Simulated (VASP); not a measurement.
# CoSi16 (a cell with a defect) in VASP: single point with LDA

Aim: the single point of CoSi16 (a cell with a defect) with LDA.

All numbers are computed with VASP 6.6.1; they aren't measurements. Logs are shortened: lines on timing, memory, paths and dates and some standing lists are left out, and cuts for length are marked.

## (1) The cell of the first run

The cell holds a defect, 17 atoms: a = 7.640 Å, b = 7.640 Å, c = 7.640 Å, α = 60.00°, β = 60.00°, γ = 60.00°.

## (2) Single point, LDA, collinear spin, ferromagnetic start

Contents of INCAR:

```
SYSTEM = CoSi16
ALGO     = Normal         ! electronic algorithm
EDIFF    = 1E-7           ! SCF threshold, eV
ENCUT    = 520            ! plane-wave cutoff, eV
GGA      = CA             ! functional
ISIF     = 2              ! what is computed and relaxed
ISMEAR   = 0              ! smearing method
ISPIN    = 2              ! spin polarisation
LASPH    = .TRUE.         ! aspherical terms in the spheres
LCHARG   = .FALSE.        ! write CHGCAR
LMAXMIX  = 4              ! l up to which the mixer works
LORBIT   = 11             ! projections on sites
LREAL    = Auto         
LWAVE    = .FALSE.        ! write WAVECAR
MAGMOM   = 0 0 0 0 0 0 0 0 0 0 0 0 0 0 0 0 0.67 ! initial moments
NBANDS   = 54             ! bands
NELM     = 150            ! most SCF steps
PREC     = Accurate       ! precision mode
SIGMA    = 0.02           ! smearing width, eV
```

Contents of KPOINTS:

```
k-points
0
G
  3 3 3
  0 0 0
```

Contents of POSCAR:

```
CoSi16
1.0
    0.0000000000      5.4019422852     -5.4019422852
    5.4019422852      5.4019422852      0.0000000000
    5.4019422852      0.0000000000     -5.4019422852
Si Co
16 1
Direct
    0.1197741416      0.1284386177      0.1288455084
    0.1228507202      0.6422933302      0.1117143553
    0.5832192078      0.1421641438      0.1420378929
    0.6297152617      0.6275088331      0.1208473667
    0.1227634367      0.1116500266      0.6420801661
    0.1274484183      0.6200645663      0.6203966690
    0.6294355475      0.1208719874      0.6275662199
    0.6384597091      0.6189978203      0.6189291413
    0.2524627121      0.7543636686      0.2450816632
    0.2114967061      0.2690854369      0.2689725146
    0.7422579303      0.7686475125      0.2438499766
    0.7388549876      0.2520965475      0.2521330159
    0.2637517072      0.7392290197      0.7392767803
    0.2521493989      0.2447355840      0.7547041943
    0.7538629228      0.7479033997      0.7478669313
    0.7421735162      0.2439373526      0.7684623939
   -0.0488179040      0.0248480071      0.0243666987
```

Potentials or basis: VASP PAW LDA potentials, release 64 (Si, Co).

On the command line:

```bash
$ cat potpaw_LDA.64/Si/POTCAR potpaw_LDA.64/Co/POTCAR > POTCAR
$ mpirun -np 1 vasp_std > vasp.out
```

OUTCAR:

```text
SYSTEM = CoSi16
   EDIFF = 1E-7
   ENCUT = 520
   GGA = CA
   ISIF = 2
   ISMEAR = 0
   ISPIN = 2
   LASPH = .TRUE.
   LORBIT = 11
   LREAL = Auto
   NELM = 150
   PREC = Accurate

 ion  position               nearest neighbor table
   1  0.120  0.128  0.129-  10 2.33   9 2.33  14 2.33  17 2.37  12 2.38
   2  0.123  0.642  0.112-  13 2.33   9 2.34  10 2.34  11 2.37  17 2.41
   3  0.583  0.142  0.142-  17 2.30  10 2.32  11 2.34  16 2.34  12 2.35
   4  0.630  0.628  0.121-  15 2.33  12 2.34  11 2.35   9 2.35
   5  0.123  0.112  0.642-  13 2.33  14 2.34  10 2.34  16 2.37  17 2.41
   6  0.127  0.620  0.620-  15 2.33  13 2.34   9 2.34  14 2.34
   7  0.629  0.121  0.628-  15 2.33  12 2.34  16 2.35  14 2.35
   8  0.638  0.619  0.619-  15 2.33  13 2.34  16 2.35  11 2.35
   9  0.252  0.754  0.245-   1 2.33   2 2.34   6 2.34   4 2.35  17 2.84
  10  0.211  0.269  0.269-   3 2.32   1 2.33   5 2.34   2 2.34
  11  0.742  0.769  0.244-   3 2.34   8 2.35   4 2.35   2 2.37  17 2.52
  12  0.739  0.252  0.252-   4 2.34   7 2.34   3 2.35   1 2.38  17 2.46
  13  0.264  0.739  0.739-   5 2.33   2 2.33   6 2.34   8 2.34  17 3.09
  14  0.252  0.245  0.755-   1 2.33   5 2.34   6 2.34   7 2.35  17 2.83
  15  0.754  0.748  0.748-   7 2.33   4 2.33   8 2.33   6 2.33
  16  0.742  0.244  0.768-   3 2.34   8 2.35   7 2.35   5 2.37  17 2.52
  17  0.951  0.025  0.024-   3 2.30   1 2.37   5 2.41   2 2.41  12 2.46  16 2.52  11 2.52  14 2.83
                             9 2.84  13 3.09

  LATTYP: Found a face centered cubic cell.
 ALAT       =    10.8038845704

  Lattice vectors:

 A1 = (   0.0000000000,   5.4019422852,  -5.4019422852)
 A2 = (   5.4019422852,   5.4019422852,   0.0000000000)
 A3 = (   5.4019422852,   0.0000000000,  -5.4019422852)

Analysis of symmetry for initial positions (statically):
=====================================================================
 Subroutine PRICEL returns:
 Original cell was already a primitive cell.

 Routine SETGRP: Setting up the symmetry group for a
 face centered cubic supercell.

 Subroutine GETGRP returns: Found  1 space group operations
 (whereof  1 operations were pure point group operations)
 out of a pool of 48 trial point group operations.

The static configuration has the point symmetry C_1 .

Analysis of symmetry for dynamics (positions and initial velocities):
=====================================================================
 Subroutine PRICEL returns:
 Original cell was already a primitive cell.

 Routine SETGRP: Setting up the symmetry group for a
 face centered cubic supercell.

 Subroutine GETGRP returns: Found  1 space group operations
 (whereof  1 operations were pure point group operations)
 out of a pool of 48 trial point group operations.

The dynamic configuration has the point symmetry C_1 .

Analysis of structural, dynamic, and magnetic symmetry:
=====================================================================
 Subroutine PRICEL returns:
 Original cell was already a primitive cell.

 Routine SETGRP: Setting up the symmetry group for a
 face centered cubic supercell.

 Subroutine GETGRP returns: Found  1 space group operations
 (whereof  1 operations were pure point group operations)
 out of a pool of 48 trial point group operations.

The overall configuration has the point symmetry C_1 .

 Subroutine INISYM returns: Found  1 space group operations
 (whereof  1 operations are pure point group operations),
 and found     1 'primitive' translations

----------------------------------------------------------------------------------------

                                     Primitive cell

  volume of cell :     315.2679

  direct lattice vectors                    reciprocal lattice vectors
     0.000000000  5.401942285 -5.401942285    -0.092559301  0.092559301 -0.092559301
     5.401942285  5.401942285  0.000000000     0.092559301  0.092559301  0.092559301
     5.401942285  0.000000000 -5.401942285     0.092559301 -0.092559301 -0.092559301

  length of vectors
     7.639500043  7.639500043  7.639500043     0.160317411  0.160317411  0.160317411

[... 82 lines left out ...]
   number of dos      NEDOS =    301   number of ions     NIONS =     17
   total plane-waves  NPLWV = 216000
   dimension x,y,z NGX =    60 NGY =   60 NGZ =   60
   dimension x,y,z NGXF=   120 NGYF=  120 NGZF=  120
   ions per type =              16   1
   NGX,Y,Z   is equivalent  to a cutoff of  13.06, 13.06, 13.06 a.u.
   NGXF,Y,Z  is equivalent  to a cutoff of  26.11, 26.11, 26.11 a.u.
 SYSTEM =  CoSi16
   PREC   = accura    normal or accurate (medium, high low for compatibility)
   ISTART =      0    job   : 0-new  1-cont  2-samecut
   ICHARG =      2    charge: 1-file 2-atom 10-const
   ISPIN  =      2    spin polarized calculation?
   LNONCOLLINEAR =      F non collinear calculations
   LSORBIT =      F    spin-orbit coupling
   LASPH  =      T    aspherical Exc in radial PAW
   ENCUT  =  520.0 eV  38.22 Ry    6.18 a.u.  14.20 14.20 14.20*2*pi/ulx,y,z
   NELM   =    150;   NELMIN=  2; NELMDL= -5     # of ELM steps
   EDIFF  = 0.1E-06   stopping-criterion for ELM
   LREAL  =      T    real-space projection
   EDIFFG = 0.1E-05   stopping-criterion for IOM
   NSW    =      0    number of steps for IOM
   IBRION =     -1    ionic relax: 0-MD 1-quasi-New 2-CG
   NFREE  =      0    steps in history (QN), initial steepest desc. (CG)
   ISIF   =      2    stress and relaxation
   ISYM   =      2    0-nonsym 1-usesym 2-fastsym
   POTIM  = 0.5000    time-step for ionic-motion
   TEBEG  =    0.0;   TEEND  =   0.0 temperature during run
   PSTRESS=    0.0 pullay stress
   NELECT =      73.0000    total number of electrons
   NUPDOWN=      -1.0000    fix difference up-down
   EMIN   =  10.00;   EMAX   =-10.00  energy-range for DOS
   EFERMI =   0.00;   METHOD = LEGACY
   ISMEAR =     0;   SIGMA  =   0.02  broadening in eV -4-tet -1-fermi 0-gaus
   EFERMI_NEDOS =   21; number of points for ismear=-14 and -15
   IALGO  =     38    algorithm
   IMIX   =      4    mixing-type and parameters
     AMIX     =   0.40;   BMIX     =  1.00
     AMIX_MAG =   1.60;   BMIX_MAG =  1.00
  volume/ion in A,a.u.               =      18.55       125.15
  Fermi-wavevector in a.u.,A,eV,Ry     =   1.005285  1.899713 13.750018  1.010598
  Thomas-Fermi vector in A             =   2.137955
   LORBIT       =     11    0 simple, 1 ext, 2 COOP (PROOUT), +10 PAW based schemes
   GGA     = CA    functional components
   LHFCALC =     F    Hartree Fock is set to
   AEXX    =    0.0000 exact exchange contribution
   IVDW    =     0    specifies the selected vdW correction
   LEPSILON=     F    determine dielectric tensor
   LRPA    =     F    only Hartree local field effects (RPA)
 spin polarized calculation
 Gauss-broadening in eV      SIGMA  =   0.02
  energy-cutoff  :      520.00
  volume of cell :      315.27
 maximum number of plane-waves:      8492
 NGX is ok and might be reduce to    60
   NGX = 29   NGY = 29   NGZ = 29

 number of electron      73.0000004 magnetization       0.9941908

 Free energy of the ion-electron system (eV)
  ---------------------------------------------------
  ext. energy  EPLUGINS =         0.00000000
  ---------------------------------------------------
  free energy    TOTEN  =      -102.47669723 eV

  energy without entropy =     -102.47619172  energy(sigma->0) =     -102.47644447

 E-fermi :   6.4907     XC(G=0):  -9.9457

 val. band max:        6.4893301688   @ k =   0.3333   0.0000   0.0000
 cond. band min:       6.5428706694   @ k =   0.0000   0.0000   0.0000
 fundamental gap:      0.0535405006
 Fermi energy:         6.4907246741

 spin component 1

 k-point     1 :       0.0000    0.0000    0.0000
  band No.  band energies     occupation
      1      -5.8987      1.00000
      2      -3.5412      1.00000
      3      -3.4800      1.00000
      4      -3.4528      1.00000
      5      -3.4389      1.00000
      6      -1.8771      1.00000
[... 703 lines left out ...]
     47       9.8083      0.00000
     48       9.9216      0.00000
 Fermi energy:         6.4907246741

 spin component 2

 k-point     1 :       0.0000    0.0000    0.0000
  band No.  band energies     occupation
      1      -5.8717      1.00000
      2      -3.5135      1.00000
      3      -3.4506      1.00000
      4      -3.4206      1.00000
      5      -3.4159      1.00000
      6      -1.8533      1.00000
[... 703 lines left out ...]
     47       9.8321      0.00000
     48       9.9436      0.00000
 [bands above 48 left out]

------------------------ aborting loop because EDIFF is reached ----------------------------------------

  FORCE on cell =-STRESS in cart. coord.  units (eV):
  Direction    XX          YY          ZZ          XY          YZ          ZX
  --------------------------------------------------------------------------------------
  -------------------------------------------------------------------------------------
  Total       -0.6560991     -2.1613130     -2.1356553     -0.5335325     -0.6284884      0.5372604
  in kB       -3.3342658    -10.9836944    -10.8533030     -2.7113879     -3.1939497      2.7303328
  external PRESSURE =      -8.3904211 kB  Pullay stress =       0.0000000 kB

 VOLUME and BASIS-vectors are now :
 -----------------------------------------------------------------------------
  energy-cutoff  :      520.00
  volume of cell :      315.27
      direct lattice vectors                 reciprocal lattice vectors
     0.000000000  5.401942285 -5.401942285    -0.092559301  0.092559301 -0.092559301
     5.401942285  5.401942285  0.000000000     0.092559301  0.092559301  0.092559301
     5.401942285  0.000000000 -5.401942285     0.092559301 -0.092559301 -0.092559301

 POSITION                                       TOTAL-FORCE (eV/Angst)
 -----------------------------------------------------------------------------------
      1.38983      1.34083     -1.34303        -0.001833     -0.004268      0.007032
      4.07311      4.13326     -1.26711         0.005521     -0.002098     -0.000731
      1.53524      3.91848     -3.91780        -0.002266      0.002918     -0.000980
      4.04258      6.79145     -4.05450        -0.000148      0.000899      0.001696
      4.07161      1.26629     -4.13164         0.007003      0.000059      0.000693
      6.70090      4.03802     -4.03982         0.000464     -0.002647      0.002766
[... 9 lines left out ...]
      5.46893      5.32691     -8.16037        -0.004010      0.005844     -0.002134
      0.26586      5.27246     -5.26986        -0.013350      0.009851     -0.011543
 -----------------------------------------------------------------------------------
    total drift:                                0.009302      0.002368     -0.001369

  FREE ENERGIE OF THE ION-ELECTRON SYSTEM (eV)
  ---------------------------------------------------
  free  energy   TOTEN  =      -102.4766972279 eV

  energy  without entropy=     -102.4761917211  energy(sigma->0) =     -102.47644447

 total charge

# of ion       s       p       d       tot
------------------------------------------
    1        0.751   0.963   0.000   1.713
    2        0.750   0.959   0.000   1.709
    3        0.751   0.963   0.000   1.714
    4        0.763   0.942   0.000   1.705
    5        0.750   0.959   0.000   1.710
    6        0.760   0.952   0.000   1.712
[... 9 lines left out ...]
   16        0.749   0.948   0.000   1.697
   17        0.390   0.440   7.622   8.452
--------------------------------------------------
tot         12.493  15.636   7.622  35.751

 magnetization (x)

# of ion       s       p       d       tot
------------------------------------------
    1        0.000   0.022   0.000   0.022
    2       -0.000   0.018   0.000   0.018
    3        0.000   0.021   0.000   0.021
    4        0.000   0.012   0.000   0.012
    5       -0.000   0.018   0.000   0.018
    6       -0.000   0.006   0.000   0.006
[... 9 lines left out ...]
   16        0.001   0.009   0.000   0.010
   17        0.002   0.007   0.590   0.599
--------------------------------------------------
tot          0.005   0.193   0.590   0.789
```

It took 20 min on 1 thread of Intel Xeon Platinum 8488C (Sapphire Rapids), shared host; peak memory 0.57 GiB.

Results:

| Property | Result |
| --- | --- |
| Free energy | -102.4767 eV |
| Pressure | -0.8 GPa |
| Largest force | 0.020 eV/Å |
| Band gap on the k mesh | zero (filled and empty bands overlap) |
| Net moment | 0.99 μB per cell |
| Site moments | Si +0.02, +0.01, +0.00 (each value once); Co +0.60 μB |
| Valence electrons inside the program's atomic spheres | Si 1.71, 1.70, 1.69, 1.72 (each value once); Co 8.45 |

Forces on the atoms (eV/Å):
```
Si  -0.002 -0.004  0.007
Si   0.006 -0.002 -0.001
Si  -0.002  0.003 -0.001
Si   0.000  0.001  0.002
Si   0.007  0.000  0.001
Si   0.000 -0.003  0.003
Si  -0.002 -0.002 -0.003
Si   0.004  0.001 -0.001
Si   0.002 -0.005  0.004
Si   0.007 -0.005  0.009
Si  -0.005  0.002 -0.007
Si   0.000  0.004 -0.003
Si   0.002 -0.002  0.001
Si   0.004 -0.004  0.005
Si  -0.003  0.000 -0.001
Si  -0.004  0.006 -0.002
Co  -0.013  0.010 -0.012
```

Stress tensor (GPa, compression positive):
```
-0.33 -0.27  0.27
-0.27 -1.10 -0.32
 0.27 -0.32 -1.09
```

Levels at points of the mesh, in eV from the Fermi level:
Spin up:
```
           k point  band 33  band 34  band 35  band 36  band 37  band 38  band 39  band 40  band 41  band 42
(0.00, 0.00, 0.00)    -0.55    -0.23    -0.18    -0.16    -0.09     0.31     0.52     0.58     0.78     0.79
```
Spin down:
```csv
k point,band 34,band 35,band 36,band 37,band 38,band 39
"(0.00, 0.00, 0.00)",-0.18,-0.08,0.05,0.07,0.36,0.60
```

The gap in the log of VASP goes by the Fermi energy; the results here count the filled bands.